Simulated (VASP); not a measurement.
Br:

```
CELL_PARAMETERS angstrom
3.29459 -2.27514 0.00000
3.29459 2.27514 0.00000
0.00000 0.00000 8.52465
ATOMIC_POSITIONS crystal
Br 0.36510 0.63490 0.39010
Br 0.13490 0.86510 0.89010
Br 0.63490 0.36510 0.60990
Br 0.86510 0.13490 0.10990
```

Base run:

- Program: VASP 6.6.1
- Functional: PBE
- Potentials or basis: VASP PAW PBE potentials, release 64 (Br)
- Cutoff: 520 eV
- k mesh: 7 × 7 × 3
- Occupations: fermi-dirac, width 0.05 eV
- Spin: no spin polarisation

Its results: band gap on the k mesh 2.10 eV, indirect (least direct gap 2.12 eV); pressure 4.1 GPa; largest force 1.664 eV/Å.

Problem. The run is repeated on the same cell with these changes: functional from PBE to LDA; potentials or basis from VASP PAW PBE potentials, release 64 (Br) to VASP PAW LDA potentials, release 64 (Br). What comes out?

Solution. Band gap on the k mesh 1.95 eV, indirect (least direct gap 1.97 eV); pressure 0.7 GPa; largest force 1.493 eV/Å.

Caveats: forces of over 1 eV/Å act on the atoms, so gaps and moduli don't describe the material at rest.

A k mesh can miss the band edges.
